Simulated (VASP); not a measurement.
# ZnS (P6_3mc) in VASP: notebook

The runs below take ZnS through single point, with r2SCAN.

Program: VASP 6.6.1. These are calculated values, not measurements. Logs are shortened: lines on timing, memory, paths and dates and some standing lists are left out, and cuts for length are marked.

### Step 1. The cell of the first run

Symmetry: P6_3mc, No. 186, hexagonal system. The conventional cell has a = 3.809 Å, b = 3.809 Å, c = 12.466 Å, α = 90.00°, β = 90.00°, γ = 120.00°. Zn (site symmetry 3m) has 4 S at 2.22 to 2.83 Å within 2.9 Å. Zn (site symmetry 3m) has 4 S at 2.22 to 2.84 Å within 2.9 Å. Within 2.9 Å of S (site symmetry 3m) lie 4 Zn at 2.22 to 2.83 Å. S (site symmetry 3m) has 4 Zn at 2.22 to 2.84 Å within 2.9 Å.

### Step 2. Single point, r2SCAN (all Zn atoms moved -0.500 Å, as atom 1 along Cartesian [0 0 1])

Input file POSCAR:

```
ZnS
1.0
    3.8087369152      0.0000000000      0.0000000000
   -1.9043684576      3.2984629249      0.0000000000
    0.0000000000      0.0000000000     12.4664651431
Zn S
4 4
Direct
    0.0000000000      0.0000000000     -0.0399932078
    0.0000000000      0.0000000000      0.4600067922
    0.3333333333      0.6666666667      0.2099630172
    0.6666666667      0.3333333333      0.7099630172
    0.0000000000      0.0000000000      0.1872361436
    0.0000000000      0.0000000000      0.6872361436
    0.3333333333      0.6666666667      0.4375788466
    0.6666666667      0.3333333333      0.9375788466
```

Input file INCAR.step1:

```
SYSTEM = ZnS
PREC     = Accurate       ! precision mode
ENCUT    = 520            ! plane-wave cutoff, eV
ISMEAR   = 0              ! smearing method
SIGMA    = 0.05           ! smearing width, eV
LREAL    = .FALSE.        ! projectors in reciprocal space
LASPH    = .TRUE.         ! aspherical terms in the spheres
NELM     = 60             ! most SCF steps
NBANDS   = 46             ! bands
GGA      = PE             ! functional
ALGO     = Normal         ! electronic algorithm
EDIFF    = 1E-4           ! SCF threshold, eV
LWAVE    = .TRUE.         ! write WAVECAR
LCHARG   = .FALSE.        ! write CHGCAR
```

Input file INCAR.step2:

```
SYSTEM = ZnS
PREC     = Accurate       ! precision mode
ENCUT    = 520            ! plane-wave cutoff, eV
EDIFF    = 1E-6           ! SCF threshold, eV
ISMEAR   = 0              ! smearing method
SIGMA    = 0.05           ! smearing width, eV
LREAL    = .FALSE.        ! projectors in reciprocal space
LASPH    = .TRUE.         ! aspherical terms in the spheres
NELM     = 60             ! most SCF steps
ALGO     = Normal         ! electronic algorithm
ISIF     = 2              ! what is computed and relaxed
LWAVE    = .FALSE.        ! write WAVECAR
LCHARG   = .FALSE.        ! write CHGCAR
METAGGA  = R2SCAN         ! meta-GGA
LMIXTAU  = .TRUE.       
NBANDS   = 46             ! bands
ISTART   = 1
```

Input file KPOINTS:

```
regular mesh
0
G
  6 6 2
  0 0 0
```

Potentials or basis: VASP PAW PBE potentials, release 64 (Zn, S).

On the command line:

```bash
$ cat potpaw_PBE.64/Zn/POTCAR potpaw_PBE.64/S/POTCAR > POTCAR
$ cp INCAR.step1 INCAR
$ mpirun -np 1 vasp_std > vasp.out
$ cp INCAR.step2 INCAR
$ mpirun -np 1 vasp_std > vasp.out
```

OUTCAR:

```text
SYSTEM = ZnS
   PREC = Accurate
   ENCUT = 520
   EDIFF = 1E-6
   ISMEAR = 0
   LREAL = .FALSE.
   LASPH = .TRUE.
   NELM = 60
   ISIF = 2
   METAGGA = R2SCAN
   ISTART = 1

 ion  position               nearest neighbor table
   1  0.000  0.000  0.960-   8 2.22   8 2.22   8 2.22   5 2.83
   2  0.000  0.000  0.460-   7 2.22   7 2.22   7 2.22   6 2.83
   3  0.333  0.667  0.210-   5 2.22   5 2.22   5 2.22   7 2.84
   4  0.667  0.333  0.710-   6 2.22   6 2.22   6 2.22   8 2.84
   5  0.000  0.000  0.187-   3 2.22   3 2.22   3 2.22   1 2.83
   6  0.000  0.000  0.687-   4 2.22   4 2.22   4 2.22   2 2.83
   7  0.333  0.667  0.438-   2 2.22   2 2.22   2 2.22   3 2.84
   8  0.667  0.333  0.938-   1 2.22   1 2.22   1 2.22   4 2.84

  LATTYP: Found a hexagonal cell.
 ALAT       =     3.8087369152
 C/A-ratio  =     3.2731231956

  Lattice vectors:

 A1 = (   3.8087369152,   0.0000000000,   0.0000000000)
 A2 = (  -1.9043684576,   3.2984629249,   0.0000000000)
 A3 = (   0.0000000000,   0.0000000000,  12.4664651431)

Analysis of symmetry for initial positions (statically):
=====================================================================
 Subroutine PRICEL returns:
 Original cell was already a primitive cell.

 Routine SETGRP: Setting up the symmetry group for a
 hexagonal supercell.

 Subroutine GETGRP returns: Found 12 space group operations
 (whereof  6 operations were pure point group operations)
 out of a pool of 24 trial point group operations.

The static configuration has the point symmetry C_3v.
 The point group associated with its full space group is C_6v.

Analysis of symmetry for dynamics (positions and initial velocities):
=====================================================================
 Subroutine PRICEL returns:
 Original cell was already a primitive cell.

 Routine SETGRP: Setting up the symmetry group for a
 hexagonal supercell.

 Subroutine GETGRP returns: Found 12 space group operations
 (whereof  6 operations were pure point group operations)
 out of a pool of 24 trial point group operations.

The dynamic configuration has the point symmetry C_3v.
 The point group associated with its full space group is C_6v.

 Subroutine INISYM returns: Found 12 space group operations
 (whereof  6 operations are pure point group operations),
 and found     1 'primitive' translations

----------------------------------------------------------------------------------------

                                     Primitive cell

  volume of cell :     156.6159

  direct lattice vectors                    reciprocal lattice vectors
     3.808736915  0.000000000  0.000000000     0.262554233  0.151585757  0.000000000
    -1.904368458  3.298462925  0.000000000     0.000000000  0.303171514  0.000000000
     0.000000000  0.000000000 12.466465143     0.000000000  0.000000000  0.080215200

  length of vectors
     3.808736915  3.808736915 12.466465143     0.303171514  0.303171514  0.080215200

  position of ions in fractional coordinates (direct lattice)
     0.000000000  0.000000000  0.960006792
     0.000000000  0.000000000  0.460006792
     0.333333333  0.666666667  0.209963017
     0.666666667  0.333333333  0.709963017
     0.000000000  0.000000000  0.187236144
     0.000000000  0.000000000  0.687236144
     0.333333333  0.666666667  0.437578847
     0.666666667  0.333333333  0.937578847

  ion indices of the primitive-cell ions
   primitive index   ion index
                 1           1
                 2           2
                 3           3
                 4           4
                 5           5
                 6           6
                 7           7
                 8           8

----------------------------------------------------------------------------------------

 KPOINTS: regular mesh

Automatic generation of k-mesh.
 Grid dimensions read from file:
 generate k-points for:    6    6    2

 Generating k-lattice:

  Cartesian coordinates                     Fractional coordinates (reciprocal lattice)
     0.043759039  0.025264293  0.000000000     0.166666667  0.000000000  0.000000000
     0.000000000  0.050528586  0.000000000     0.000000000  0.166666667  0.000000000
     0.000000000  0.000000000  0.040107600     0.000000000  0.000000000  0.500000000

  Length of vectors
     0.050528586  0.050528586  0.040107600

  Shift w.r.t. Gamma in fractional coordinates (k-lattice)
     0.000000000  0.000000000  0.000000000

 Subroutine IBZKPT returns following result:
 ===========================================

 Found     14 irreducible k-points:

 Following reciprocal coordinates:
            Coordinates               Weight
  0.000000  0.000000  0.000000      1.000000
  0.166667  0.000000  0.000000      6.000000
  0.333333  0.000000  0.000000      6.000000
  0.500000  0.000000  0.000000      3.000000
  0.166667  0.166667  0.000000      6.000000
  0.333333  0.166667  0.000000     12.000000
  0.333333  0.333333  0.000000      2.000000
  0.000000  0.000000  0.500000      1.000000
  0.166667  0.000000  0.500000      6.000000
  0.333333  0.000000  0.500000      6.000000
  0.500000  0.000000  0.500000      3.000000
  0.166667  0.166667  0.500000      6.000000
  0.333333  0.166667  0.500000     12.000000
  0.333333  0.333333  0.500000      2.000000
   k-points           NKPTS =     14   k-points in BZ     NKDIM =     14   number of bands    NBANDS=     46
   number of dos      NEDOS =    301   number of ions     NIONS =      8
   total plane-waves  NPLWV =  75264
   dimension x,y,z NGX =    28 NGY =   28 NGZ =   96
   dimension x,y,z NGXF=    56 NGYF=   56 NGZF=  192
   ions per type =               4   4
   NGX,Y,Z   is equivalent  to a cutoff of  12.22, 12.22, 12.80 a.u.
   NGXF,Y,Z  is equivalent  to a cutoff of  24.44, 24.44, 25.60 a.u.
 SYSTEM =  ZnS
   PREC   = accura    normal or accurate (medium, high low for compatibility)
   ISTART =      1    job   : 0-new  1-cont  2-samecut
   ICHARG =      0    charge: 1-file 2-atom 10-const
   ISPIN  =      1    spin polarized calculation?
   LNONCOLLINEAR =      F non collinear calculations
   LSORBIT =      F    spin-orbit coupling
   LASPH  =      T    aspherical Exc in radial PAW
   ENCUT  =  520.0 eV  38.22 Ry    6.18 a.u.   7.08  7.08 23.18*2*pi/ulx,y,z
   NELM   =     60;   NELMIN=  2; NELMDL=  0     # of ELM steps
   EDIFF  = 0.1E-05   stopping-criterion for ELM
   LREAL  =      F    real-space projection
   EDIFFG = 0.1E-04   stopping-criterion for IOM
   NSW    =      0    number of steps for IOM
   IBRION =     -1    ionic relax: 0-MD 1-quasi-New 2-CG
   NFREE  =      0    steps in history (QN), initial steepest desc. (CG)
   ISIF   =      2    stress and relaxation
   ISYM   =      2    0-nonsym 1-usesym 2-fastsym
   POTIM  = 0.5000    time-step for ionic-motion
   TEBEG  =    0.0;   TEEND  =   0.0 temperature during run
   PSTRESS=    0.0 pullay stress
   NELECT =      72.0000    total number of electrons
   NUPDOWN=      -1.0000    fix difference up-down
   EMIN   =  10.00;   EMAX   =-10.00  energy-range for DOS
   EFERMI =   0.00;   METHOD = LEGACY
   ISMEAR =     0;   SIGMA  =   0.05  broadening in eV -4-tet -1-fermi 0-gaus
   EFERMI_NEDOS =   21; number of points for ismear=-14 and -15
   IALGO  =     38    algorithm
   IMIX   =      4    mixing-type and parameters
     AMIX     =   0.40;   BMIX     =  1.00
     AMIX_MAG =   1.60;   BMIX_MAG =  1.00
  volume/ion in A,a.u.               =      19.58       132.11
  Fermi-wavevector in a.u.,A,eV,Ry     =   1.263495  2.387660 21.720624  1.596421
  Thomas-Fermi vector in A             =   2.396849
   LORBIT       =      0    0 simple, 1 ext, 2 COOP (PROOUT), +10 PAW based schemes
   METAGGA = R2SCAN    functional components
   LHFCALC =     F    Hartree Fock is set to
   AEXX    =    0.0000 exact exchange contribution
   IVDW    =     0    specifies the selected vdW correction
   LEPSILON=     F    determine dielectric tensor
   LRPA    =     F    only Hartree local field effects (RPA)
 non-spin polarized calculation
 Gauss-broadening in eV      SIGMA  =   0.05
  energy-cutoff  :      520.00
  volume of cell :      156.62
 maximum number of plane-waves:      4251
   NGX = 15   NGY = 15   NGZ = 47

 number of electron      72.0000035 magnetization

 Free energy of the ion-electron system (eV)
  ---------------------------------------------------
  ext. energy  EPLUGINS =         0.00000000
  ---------------------------------------------------
  free energy    TOTEN  =       -74.14671836 eV

  energy without entropy =      -74.14671836  energy(sigma->0) =      -74.14671836

 E-fermi :   2.0327     XC(G=0): -10.2980

 val. band max:        1.8182383292   @ k =   0.0000   0.0000   0.0000
 cond. band min:       4.7829330928   @ k =   0.0000   0.0000   0.0000
 fundamental gap:      2.9646947636
 Fermi energy:         2.0326684663

 k-point     1 :       0.0000    0.0000    0.0000
  band No.  band energies     occupation
      1     -11.9508      2.00000
      2     -11.6163      2.00000
      3     -11.5354      2.00000
      4     -11.1457      2.00000
      5      -5.0671      2.00000
      6      -5.0670      2.00000
[... 38 lines left out ...]
     45       9.1221      0.00000
     46       9.1222      0.00000

 k-point     2 :       0.1667    0.0000    0.0000
  band No.  band energies     occupation
      1     -11.7501      2.00000
      2     -11.4430      2.00000
      3     -11.3609      2.00000
      4     -11.0104      2.00000
      5      -5.0683      2.00000
      6      -5.0619      2.00000
[... 38 lines left out ...]
     45       8.9496      0.00000
     46       9.5723      0.00000

 k-point     3 :       0.3333    0.0000    0.0000
  band No.  band energies     occupation
      1     -11.2713      2.00000
      2     -11.0576      2.00000
      3     -10.9730      2.00000
      4     -10.7468      2.00000
      5      -4.9872      2.00000
      6      -4.9758      2.00000
[... 38 lines left out ...]
     45      10.2104      0.00000
     46      10.5070      0.00000

 k-point     4 :       0.5000    0.0000    0.0000
  band No.  band energies     occupation
      1     -10.9470      2.00000
      2     -10.8406      2.00000
      3     -10.7588      2.00000
      4     -10.6517      2.00000
      5      -4.8441      2.00000
      6      -4.8396      2.00000
[... 430 lines left out ...]
     45       9.2048      0.00000
     46       9.2048      0.00000

 k-point    13 :       0.3333    0.1667    0.5000
  band No.  band energies     occupation
      1     -10.9210      2.00000
      2     -10.9210      2.00000
      3     -10.6885      2.00000
      4     -10.6885      2.00000
      5      -4.8587      2.00000
      6      -4.8587      2.00000
[... 38 lines left out ...]
     45       9.8321      0.00000
     46       9.8321      0.00000

 k-point    14 :       0.3333    0.3333    0.5000
  band No.  band energies     occupation
      1     -10.7441      2.00000
      2     -10.7441      2.00000
      3     -10.6531      2.00000
      4     -10.6531      2.00000
      5      -4.7464      2.00000
      6      -4.7464      2.00000
[... 38 lines left out ...]
     45       9.4673      0.00000
     46       9.4673      0.00000

------------------------ aborting loop because EDIFF is reached ----------------------------------------

  FORCE on cell =-STRESS in cart. coord.  units (eV):
  Direction    XX          YY          ZZ          XY          YZ          ZX
  --------------------------------------------------------------------------------------
  -------------------------------------------------------------------------------------
  Total        6.5233118      6.5233118     -0.7717686      0.0000000      0.0000000      0.0000000
  in kB       66.7333320     66.7333320     -7.8951755      0.0000000      0.0000000      0.0000000
  external PRESSURE =      41.8571628 kB  Pullay stress =       0.0000000 kB

 VOLUME and BASIS-vectors are now :
 -----------------------------------------------------------------------------
  energy-cutoff  :      520.00
  volume of cell :      156.62
      direct lattice vectors                 reciprocal lattice vectors
     3.808736915  0.000000000  0.000000000     0.262554233  0.151585757  0.000000000
    -1.904368458  3.298462925  0.000000000     0.000000000  0.303171514  0.000000000
     0.000000000  0.000000000 12.466465143     0.000000000  0.000000000  0.080215200

 POSITION                                       TOTAL-FORCE (eV/Angst)
 -----------------------------------------------------------------------------------
      0.00000      0.00000     11.96789         0.000000     -0.000000      0.671682
      0.00000      0.00000      5.73466        -0.000000      0.000000      0.671682
     -0.00000      2.19898      2.61750         0.000000     -0.000000      0.755746
      1.90437      1.09949      8.85073        -0.000000      0.000000      0.755746
      0.00000      0.00000      2.33417         0.000000     -0.000000     -0.726930
      0.00000      0.00000      8.56741        -0.000000     -0.000000     -0.726930
     -0.00000      2.19898      5.45506         0.000000     -0.000000     -0.700498
      1.90437      1.09949     11.68829        -0.000000     -0.000000     -0.700498
 -----------------------------------------------------------------------------------
    total drift:                               -0.000003     -0.000004     -0.091703

  FREE ENERGIE OF THE ION-ELECTRON SYSTEM (eV)
  ---------------------------------------------------
  free  energy   TOTEN  =       -74.1467183599 eV

  energy  without entropy=      -74.1467183599  energy(sigma->0) =      -74.14671836
```

Wall time 2.9 min (1 thread of Intel Xeon 6975P-C (Granite Rapids), shared host); peak memory 0.32 GiB.

Results:

```yaml
Free_energy: -74.1467 eV
Pressure: 4.2 GPa
Largest_force: 0.756 eV/Å
Band_gap_on_the_k_mesh: 2.96 eV
```

Forces in eV/Å, atoms in the order of the input:
```
Zn   0.000  0.000  0.672
Zn   0.000  0.000  0.672
Zn   0.000  0.000  0.756
Zn   0.000  0.000  0.756
S    0.000  0.000 -0.727
S    0.000  0.000 -0.727
S    0.000  0.000 -0.700
S    0.000  0.000 -0.700
```

Levels at points of the mesh, in eV from the valence-band top:
```csv
k point,band 32,band 33,band 34,band 35,band 36,band 37,band 38,band 39,band 40,band 41
"(0.00, 0.00, 0.00)",-0.35,-0.35,-0.11,-0.11,0.00,2.96,3.24,3.59,3.97,6.80
"(0.50, 0.00, 0.00)",-1.99,-1.57,-1.50,-0.90,-0.42,3.61,3.86,4.31,4.55,4.95
"(0.00, 0.00, 0.50)",-0.58,-0.20,-0.20,-0.20,-0.20,3.36,3.36,3.59,3.59,6.86
"(0.50, 0.00, 0.50)",-1.76,-1.71,-1.71,-0.75,-0.75,3.85,3.85,4.61,4.61,5.04
```

Caveat: the cell differs from its parent crystal (all Zn atoms moved -0.500 Å, as atom 1 along Cartesian [0 0 1]); the stress differs along the axes, from -1 to 7 GPa; the PAW data sets were made with another functional, which shifts forces and pressure a little. A k mesh can miss the band edges.

### Step 3. Single point, r2SCAN (all Zn atoms moved +0.375 Å, as atom 1 along Cartesian [0 0 1])

Input file POSCAR:

```
ZnS
1.0
    3.8087369152      0.0000000000      0.0000000000
   -1.9043684576      3.2984629249      0.0000000000
    0.0000000000      0.0000000000     12.4664651431
Zn S
4 4
Direct
    0.0000000000      0.0000000000      0.0301950926
    0.0000000000      0.0000000000      0.5301950926
    0.3333333333      0.6666666667      0.2801513176
    0.6666666667      0.3333333333      0.7801513176
    0.0000000000      0.0000000000      0.1872361436
    0.0000000000      0.0000000000      0.6872361436
    0.3333333333      0.6666666667      0.4375788466
    0.6666666667      0.3333333333      0.9375788466
```

Input file INCAR.step1:

```
SYSTEM = ZnS
PREC = Accurate
ENCUT = 520
ISMEAR = 0
SIGMA = 0.05
LREAL = .FALSE.
LASPH = .TRUE.
NELM = 100
NBANDS = 46
GGA = PE
ALGO = Normal
EDIFF = 1E-4
LWAVE = .TRUE.
LCHARG = .FALSE.
```

Input file INCAR.step2:

```
SYSTEM = ZnS
PREC = Accurate
ENCUT = 520
EDIFF = 1E-6
ISMEAR = 0
SIGMA = 0.05
LREAL = .FALSE.
LASPH = .TRUE.
NELM = 100
ALGO = Normal
ISIF = 2
LWAVE = .FALSE.
LCHARG = .FALSE.
METAGGA = R2SCAN
LMIXTAU = .TRUE.
NBANDS = 46
ISTART = 1
```

Input file KPOINTS:

```
Automatic mesh
0
G
  6 6 2
  0 0 0
```

Potentials or basis: VASP PAW PBE potentials, release 64 (Zn, S).

On the command line:

```bash
$ cat potpaw_PBE.64/Zn/POTCAR potpaw_PBE.64/S/POTCAR > POTCAR
$ cp INCAR.step1 INCAR
$ mpirun -np 1 vasp_std > vasp.out
$ cp INCAR.step2 INCAR
$ mpirun -np 1 vasp_std > vasp.out
```

Wall time 4 min (1 thread of Intel Xeon 6975P-C (Granite Rapids), shared host); peak memory 0.32 GiB.

Results (log left out):

- Free energy: -72.3963 eV
- Pressure: 8.3 GPa
- Largest force: 5.431 eV/Å
- Band gap on the k mesh: 2.61 eV

Forces on the atoms (eV/Å):
```
Zn   0.000  0.000 -5.418
Zn   0.000  0.000 -5.418
Zn   0.000  0.000 -5.333
Zn   0.000  0.000 -5.333
S    0.000  0.000  5.431
S    0.000  0.000  5.431
S    0.000  0.000  5.319
S    0.000  0.000  5.319
```

Stress tensor (GPa, compression positive):
```
-3.72  0.00  0.00
 0.00 -3.72  0.00
 0.00  0.00 32.35
```

Levels at points of the mesh, in eV from the valence-band top:
```csv
k point,band 33,band 34,band 35,band 36,band 37,band 38,band 39,band 40
"(0.00, 0.00, 0.00)",-0.68,-0.68,0.00,0.00,2.61,4.14,4.21,4.32
"(0.50, 0.00, 0.00)",-1.67,-1.57,-1.56,-0.43,3.14,3.32,4.22,4.85
"(0.00, 0.00, 0.50)",-0.22,-0.22,-0.22,-0.22,3.42,3.42,4.27,4.27
"(0.50, 0.00, 0.50)",-2.17,-2.17,-0.80,-0.80,3.83,3.83,4.13,4.13
```

Caveat: the cell differs from its parent crystal (all Zn atoms moved +0.375 Å, as atom 1 along Cartesian [0 0 1]); the stress differs along the axes, from -4 to 32 GPa; the PAW data sets were made with another functional, which shifts forces and pressure a little.
